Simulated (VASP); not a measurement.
# MgB15N15 (a cell with a defect) in VASP: further runs

Runs on MgB15N15 (a cell with a defect). Level: PBE. Tasks: single point, relaxation of the atoms.

Everything below comes from runs of VASP 6.6.1. Logs are shortened: lines on timing, memory, paths and dates and some standing lists are left out, and cuts for length are marked.

## (1) The cell of the first run

The cell holds a defect, 31 atoms: a = 6.277 Å, b = 6.277 Å, c = 6.277 Å, α = 109.47°, β = 109.47°, γ = 109.47°.

## (2) Single point, PBE

File INCAR:

```
SYSTEM = MgB15N15
PREC = Accurate
ENCUT = 520
EDIFF = 1E-6
ISMEAR = -1
SIGMA = 0.01
LREAL = Auto
LASPH = .TRUE.
NELM = 100
ALGO = Normal
ISIF = 2
LWAVE = .FALSE.
LCHARG = .FALSE.
GGA = PE
NELECT = 120.0
NBANDS = 82
```

File KPOINTS:

```
Automatic mesh
0
Gamma
  2 2 2
  0.5 0.5 0.5
```

File POSCAR:

```
MgB15N15
1.0
   -3.6241103844      3.6241103844     -3.6241103844
    3.6241103844      3.6241103844      3.6241103844
    3.6241103844     -3.6241103844     -3.6241103844
B Mg N
15 1 15
Direct
   -0.0016113169     -0.0010066637     -0.0604032856
    0.0105971477      0.2579762886      0.7551473057
    0.0106102024      0.5039263180      0.5091885915
   -0.0015731780      0.6883967159      0.2502602952
    0.2573565101      0.0112556326      0.7551640288
    0.2573411667      0.5039112112      0.2624322009
    0.2430001938      0.7494556388      0.0006807665
    0.5033168922      0.0112517358      0.5091852708
    0.5032978360      0.2579781442      0.2624478446
    0.4986631437      0.4992867621      0.0057381987
    0.4986568512      0.7545397119      0.7504923793
    0.6877851547     -0.0009842270      0.2502260673
    0.7488611982      0.2436110168      0.0007004080
    0.7539098971      0.4992713462      0.7505124027
    0.7488263497      0.7494548347      0.4948296817
    0.1792085946      0.1798541928      0.4310536297
    0.0000552124      0.2482953253      0.0097879946
    0.0075733804      0.5054710145      0.7567006008
    0.0000535233      0.7585690768      0.4995437414
    0.2476765997      0.0006623581      0.0097914431
    0.2529387819      0.2535766587      0.7794953816
    0.2529306676      0.5282962662      0.5047611981
    0.2477020276      0.7585710152      0.2518996408
    0.5048639762      0.0081916411      0.7567000217
    0.5276474318      0.2535757510      0.5047832429
    0.5048444980      0.5054729636      0.2594070662
    0.5027239844      0.7534889040      0.0047018322
    0.7579456189      0.0006715851      0.4995163801
    0.7579493937      0.2483168009      0.2519053347
    0.7528908914      0.5033484838      0.0047286905
    0.7528579305      0.7534759507      0.7545486824
```

Potentials or basis: VASP PAW PBE potentials, release 64 (B, Mg, N).

Command:

```
> cat potpaw_PBE.64/B/POTCAR potpaw_PBE.64/Mg/POTCAR potpaw_PBE.64/N/POTCAR > POTCAR
> mpirun -np 1 vasp_std > vasp.out
```

OUTCAR:

```text
SYSTEM = MgB15N15
   PREC = Accurate
   ENCUT = 520
   EDIFF = 1E-6
   ISMEAR = -1
   LREAL = Auto
   LASPH = .TRUE.
   NELM = 100
   ISIF = 2
   GGA = PE
   NELECT = 120.0

 ion  position               nearest neighbor table
   1  0.998  0.999  0.940-  31 1.46  20 1.47  17 1.47  16 2.56
   2  0.011  0.258  0.755-  21 1.49  18 1.56  28 1.60  17 1.64  16 2.57
   3  0.011  0.504  0.509-  22 1.49  18 1.56  29 1.60  19 1.64  16 2.57
   4  0.998  0.688  0.250-  30 1.46  23 1.47  19 1.47  16 2.56
   5  0.257  0.011  0.755-  21 1.49  24 1.56  19 1.60  20 1.64  16 2.57
   6  0.257  0.504  0.262-  22 1.49  26 1.56  17 1.60  23 1.64  16 2.57
   7  0.243  0.749  0.001-  18 1.51  20 1.55  23 1.55  27 1.61
   8  0.503  0.011  0.509-  25 1.49  24 1.56  23 1.60  28 1.64  16 2.57
   9  0.503  0.258  0.262-  25 1.49  26 1.56  20 1.60  29 1.64  16 2.57
  10  0.499  0.499  0.006-  21 1.51  26 1.57  27 1.59  30 1.59
  11  0.499  0.755  0.750-  22 1.51  24 1.57  31 1.59  27 1.59
  12  0.688  0.999  0.250-  27 1.46  29 1.47  28 1.47  16 2.56
  13  0.749  0.244  0.001-  24 1.51  17 1.55  29 1.55  30 1.61
  14  0.754  0.499  0.751-  25 1.51  18 1.57  30 1.59  31 1.59
  15  0.749  0.749  0.495-  26 1.51  28 1.55  19 1.55  31 1.61
  16  0.179  0.180  0.431-  25 1.93  21 1.93  22 1.93  12 2.56   1 2.56   4 2.56   3 2.57   6 2.57
                             9 2.57   2 2.57   5 2.57   8 2.57
  17  0.000  0.248  0.010-   1 1.47  13 1.55   6 1.60   2 1.64
  18  0.008  0.505  0.757-   7 1.51   2 1.56   3 1.56  14 1.57
  19  0.000  0.759  0.500-   4 1.47  15 1.55   5 1.60   3 1.64
  20  0.248  0.001  0.010-   1 1.47   7 1.55   9 1.60   5 1.64
  21  0.253  0.254  0.779-   5 1.49   2 1.49  10 1.51  16 1.93
  22  0.253  0.528  0.505-   6 1.49   3 1.49  11 1.51  16 1.93
  23  0.248  0.759  0.252-   4 1.47   7 1.55   8 1.60   6 1.64
  24  0.505  0.008  0.757-  13 1.51   5 1.56   8 1.56  11 1.57
  25  0.528  0.254  0.505-   8 1.49   9 1.49  14 1.51  16 1.93
  26  0.505  0.505  0.259-  15 1.51   6 1.56   9 1.56  10 1.57
  27  0.503  0.753  0.005-  12 1.46  10 1.59  11 1.59   7 1.61
  28  0.758  0.001  0.500-  12 1.47  15 1.55   2 1.60   8 1.64
  29  0.758  0.248  0.252-  12 1.47  13 1.55   3 1.60   9 1.64
  30  0.753  0.503  0.005-   4 1.46  14 1.59  10 1.59  13 1.61
  31  0.753  0.753  0.755-   1 1.46  11 1.59  14 1.59  15 1.61

  LATTYP: Found a body centered cubic cell.
 ALAT       =     7.2482207688

  Lattice vectors:

 A1 = (  -3.6241103844,   3.6241103844,  -3.6241103844)
 A2 = (   3.6241103844,   3.6241103844,   3.6241103844)
 A3 = (   3.6241103844,  -3.6241103844,  -3.6241103844)

Analysis of symmetry for initial positions (statically):
=====================================================================
 Subroutine PRICEL returns:
 Original cell was already a primitive cell.

 Routine SETGRP: Setting up the symmetry group for a
 body centered cubic supercell.

 Subroutine GETGRP returns: Found  1 space group operations
 (whereof  1 operations were pure point group operations)
 out of a pool of 48 trial point group operations.

The static configuration has the point symmetry C_1 .

Analysis of symmetry for dynamics (positions and initial velocities):
=====================================================================
 Subroutine PRICEL returns:
 Original cell was already a primitive cell.

 Routine SETGRP: Setting up the symmetry group for a
 body centered cubic supercell.

 Subroutine GETGRP returns: Found  1 space group operations
 (whereof  1 operations were pure point group operations)
 out of a pool of 48 trial point group operations.

The dynamic configuration has the point symmetry C_1 .

 Subroutine INISYM returns: Found  1 space group operations
 (whereof  1 operations are pure point group operations),
 and found     1 'primitive' translations

----------------------------------------------------------------------------------------

                                     Primitive cell

  volume of cell :     190.3988

  direct lattice vectors                    reciprocal lattice vectors
    -3.624110384  3.624110384 -3.624110384     0.000000000  0.137964893 -0.137964893
     3.624110384  3.624110384  3.624110384     0.137964893  0.137964893  0.000000000
     3.624110384 -3.624110384 -3.624110384     0.137964893  0.000000000 -0.137964893

  length of vectors
     6.277143318  6.277143318  6.277143318     0.195111822  0.195111822  0.195111822

  position of ions in fractional coordinates (direct lattice)
     0.998388683  0.998993336  0.939596714
     0.010597148  0.257976289  0.755147306
     0.010610202  0.503926318  0.509188591
     0.998426822  0.688396716  0.250260295
     0.257356510  0.011255633  0.755164029
     0.257341167  0.503911211  0.262432201
[... 23 lines left out ...]
     0.752890891  0.503348484  0.004728691
     0.752857930  0.753475951  0.754548682

  ion indices of the primitive-cell ions
   primitive index   ion index
                 1           1
                 2           2
                 3           3
                 4           4
                 5           5
                 6           6
[... 23 lines left out ...]
                30          30
                31          31

----------------------------------------------------------------------------------------

 KPOINTS: Automatic mesh

Automatic generation of k-mesh.
 Grid dimensions read from file:
 generate k-points for:    2    2    2

 Generating k-lattice:

  Cartesian coordinates                     Fractional coordinates (reciprocal lattice)
     0.000000000  0.068982446 -0.068982446     0.500000000  0.000000000  0.000000000
     0.068982446  0.068982446  0.000000000     0.000000000  0.500000000  0.000000000
     0.068982446  0.000000000 -0.068982446     0.000000000  0.000000000  0.500000000

  Length of vectors
     0.097555911  0.097555911  0.097555911

  Shift w.r.t. Gamma in fractional coordinates (k-lattice)
     0.500000000  0.500000000  0.500000000

 Subroutine IBZKPT returns following result:
 ===========================================

 Found      4 irreducible k-points:

 Following reciprocal coordinates:
            Coordinates               Weight
  0.250000  0.250000  0.250000      2.000000
 -0.250000  0.250000  0.250000      2.000000
  0.250000 -0.250000  0.250000      2.000000
  0.250000  0.250000 -0.250000      2.000000
   k-points           NKPTS =      4   k-points in BZ     NKDIM =      4   number of bands    NBANDS=     82
   number of dos      NEDOS =    301   number of ions     NIONS =     31
   total plane-waves  NPLWV = 110592
   dimension x,y,z NGX =    48 NGY =   48 NGZ =   48
   dimension x,y,z NGXF=    96 NGYF=   96 NGZF=   96
   ions per type =              15   1  15
   NGX,Y,Z   is equivalent  to a cutoff of  12.71, 12.71, 12.71 a.u.
   NGXF,Y,Z  is equivalent  to a cutoff of  25.42, 25.42, 25.42 a.u.
 SYSTEM =  MgB15N15
   PREC   = accura    normal or accurate (medium, high low for compatibility)
   ISTART =      0    job   : 0-new  1-cont  2-samecut
   ICHARG =      2    charge: 1-file 2-atom 10-const
   ISPIN  =      1    spin polarized calculation?
   LNONCOLLINEAR =      F non collinear calculations
   LSORBIT =      F    spin-orbit coupling
   LASPH  =      T    aspherical Exc in radial PAW
   ENCUT  =  520.0 eV  38.22 Ry    6.18 a.u.  11.67 11.67 11.67*2*pi/ulx,y,z
   NELM   =    100;   NELMIN=  2; NELMDL= -5     # of ELM steps
   EDIFF  = 0.1E-05   stopping-criterion for ELM
   LREAL  =      T    real-space projection
   EDIFFG = 0.1E-04   stopping-criterion for IOM
   NSW    =      0    number of steps for IOM
   IBRION =     -1    ionic relax: 0-MD 1-quasi-New 2-CG
   NFREE  =      0    steps in history (QN), initial steepest desc. (CG)
   ISIF   =      2    stress and relaxation
   ISYM   =      2    0-nonsym 1-usesym 2-fastsym
   POTIM  = 0.5000    time-step for ionic-motion
   TEBEG  =    0.0;   TEEND  =   0.0 temperature during run
   PSTRESS=    0.0 pullay stress
   NELECT =     120.0000    total number of electrons
   NUPDOWN=      -1.0000    fix difference up-down
   EMIN   =  10.00;   EMAX   =-10.00  energy-range for DOS
   EFERMI =   0.00;   METHOD = LEGACY
   ISMEAR =    -1;   SIGMA  =   0.01  broadening in eV -4-tet -1-fermi 0-gaus
   EFERMI_NEDOS =   21; number of points for ismear=-14 and -15
   IALGO  =     38    algorithm
   IMIX   =      4    mixing-type and parameters
     AMIX     =   0.40;   BMIX     =  1.00
     AMIX_MAG =   1.60;   BMIX_MAG =  1.00
  volume/ion in A,a.u.               =       6.14        41.45
  Fermi-wavevector in a.u.,A,eV,Ry     =   1.403612  2.652443 26.805212  1.970127
  Thomas-Fermi vector in A             =   2.526257
   LORBIT       =      0    0 simple, 1 ext, 2 COOP (PROOUT), +10 PAW based schemes
   GGA     = PE    functional components
   LHFCALC =     F    Hartree Fock is set to
   AEXX    =    0.0000 exact exchange contribution
   IVDW    =     0    specifies the selected vdW correction
   LEPSILON=     F    determine dielectric tensor
   LRPA    =     F    only Hartree local field effects (RPA)
 non-spin polarized calculation
  energy-cutoff  :      520.00
  volume of cell :      190.40
 maximum number of plane-waves:      5137
 NGX is ok and might be reduce to    48
   NGX = 23   NGY = 23   NGZ = 23

 number of electron     120.0000005 magnetization

 Free energy of the ion-electron system (eV)
  ---------------------------------------------------
  ext. energy  EPLUGINS =         0.00000000
  ---------------------------------------------------
  free energy    TOTEN  =      -273.95323360 eV

  energy without entropy =     -273.95323360  energy(sigma->0) =     -273.95323360

 E-fermi :   7.4825     XC(G=0): -12.4956

 val. band max:        7.2324646084   @ k =   0.2500   0.2500   0.2500
 cond. band min:       8.4439504255   @ k =   0.2500   0.2500   0.2500
 fundamental gap:      1.2114858171
 Fermi energy:         7.4824676704

 k-point     1 :       0.2500    0.2500    0.2500
  band No.  band energies     occupation
      1     -11.7594      2.00000
      2     -11.7592      2.00000
      3     -11.5730      2.00000
      4     -10.8218      2.00000
      5      -8.8815      2.00000
      6      -8.8814      2.00000
[... 64 lines left out ...]
     71      15.2189      0.00000
     72      15.2190      0.00000

 k-point     2 :      -0.2500    0.2500    0.2500
  band No.  band energies     occupation
      1     -12.4817      2.00000
      2     -11.0212      2.00000
      3     -10.6545      2.00000
      4     -10.5641      2.00000
      5     -10.2184      2.00000
      6      -9.3771      2.00000
[... 64 lines left out ...]
     71      16.0527      0.00000
     72      16.2982      0.00000

 k-point     3 :       0.2500   -0.2500    0.2500
  band No.  band energies     occupation
      1     -12.4817      2.00000
      2     -11.0213      2.00000
      3     -10.6548      2.00000
      4     -10.5639      2.00000
      5     -10.2182      2.00000
      6      -9.3771      2.00000
[... 64 lines left out ...]
     71      16.0529      0.00000
     72      16.2982      0.00000

 k-point     4 :       0.2500    0.2500   -0.2500
  band No.  band energies     occupation
      1     -12.4817      2.00000
      2     -11.0214      2.00000
      3     -10.6545      2.00000
      4     -10.5640      2.00000
      5     -10.2182      2.00000
      6      -9.3772      2.00000
[... 64 lines left out ...]
     71      16.0525      0.00000
     72      16.2981      0.00000
 [bands above 72 left out]

------------------------ aborting loop because EDIFF is reached ----------------------------------------

  FORCE on cell =-STRESS in cart. coord.  units (eV):
  Direction    XX          YY          ZZ          XY          YZ          ZX
  --------------------------------------------------------------------------------------
  -------------------------------------------------------------------------------------
  Total       -3.6537809     -3.6573391     -3.6502535     -3.6094607      3.6150611      3.6127016
  in kB      -30.7460157    -30.7759573    -30.7163328    -30.3730676     30.4201944     30.4003390
  external PRESSURE =     -30.7461019 kB  Pullay stress =       0.0000000 kB

 VOLUME and BASIS-vectors are now :
 -----------------------------------------------------------------------------
  energy-cutoff  :      520.00
  volume of cell :      190.40
      direct lattice vectors                 reciprocal lattice vectors
    -3.624110384  3.624110384 -3.624110384     0.000000000  0.137964893 -0.137964893
     3.624110384  3.624110384  3.624110384     0.137964893  0.137964893  0.000000000
     3.624110384 -3.624110384 -3.624110384     0.137964893  0.000000000 -0.137964893

 POSITION                                       TOTAL-FORCE (eV/Angst)
 -----------------------------------------------------------------------------------
      3.40739      3.83353     -3.40301         0.084371     -0.126120     -0.082220
      3.63327     -1.76340     -1.84021        -0.025219     -0.057386      0.062760
      3.63319      0.01938     -0.05752        -0.021182     -0.064993      0.058312
     -0.21661      5.20626     -2.03055         0.083286      0.081584      0.128402
      1.84490     -1.76332     -3.62869        -0.067583     -0.058521      0.023315
      1.84468      1.80778     -0.05749        -0.063211     -0.022906      0.058133
[... 23 lines left out ...]
     -0.88723      4.53561     -0.92151        -0.031358     -0.031826      0.090775
      2.73681      2.72455     -2.73233        -0.030339     -0.089600      0.030565
 -----------------------------------------------------------------------------------
    total drift:                               -0.000808      0.000603      0.000585

  FREE ENERGIE OF THE ION-ELECTRON SYSTEM (eV)
  ---------------------------------------------------
  free  energy   TOTEN  =      -273.9532335962 eV

  energy  without entropy=     -273.9532335962  energy(sigma->0) =     -273.95323360
```

Run time: 2 min. Hardware: 1 thread of Intel Xeon Platinum 8488C (Sapphire Rapids), shared host; peak memory 0.34 GiB.

What came out:

| Property | Result |
| --- | --- |
| Free energy | -273.9532 eV |
| Largest force | 0.179 eV/Å |

Forces on the atoms (eV/Å):
```
B    0.084 -0.126 -0.082
B   -0.025 -0.057  0.063
B   -0.021 -0.065  0.058
B    0.083  0.082  0.128
B   -0.068 -0.059  0.023
B   -0.063 -0.023  0.058
B    0.063  0.012 -0.013
B   -0.058 -0.068  0.022
B   -0.058 -0.025  0.064
B   -0.011  0.106  0.009
B   -0.014 -0.013 -0.107
B   -0.124  0.082 -0.081
B    0.013  0.012 -0.058
B    0.106 -0.010  0.013
B    0.012  0.062 -0.014
Mg  -0.078 -0.076  0.077
N    0.092  0.140  0.057
N   -0.006 -0.027  0.029
N    0.092 -0.055 -0.139
N   -0.057  0.143 -0.092
N   -0.040  0.102  0.039
N   -0.040 -0.042 -0.107
N   -0.058  0.093 -0.139
N   -0.025 -0.026  0.008
N    0.101 -0.040  0.038
N   -0.030 -0.005  0.029
N   -0.089 -0.031  0.032
N    0.141 -0.056 -0.092
N    0.139  0.092  0.057
N   -0.031 -0.032  0.091
N   -0.030 -0.090  0.031
```

Caveat: the k points lie up to 0.61 Å⁻¹ apart; the cell carries a net charge on a neutralising background, which shifts energy and pressure; the cell is charged against a uniform background, so pressure and absolute levels hang on convention.

[end of part 1 of 2]
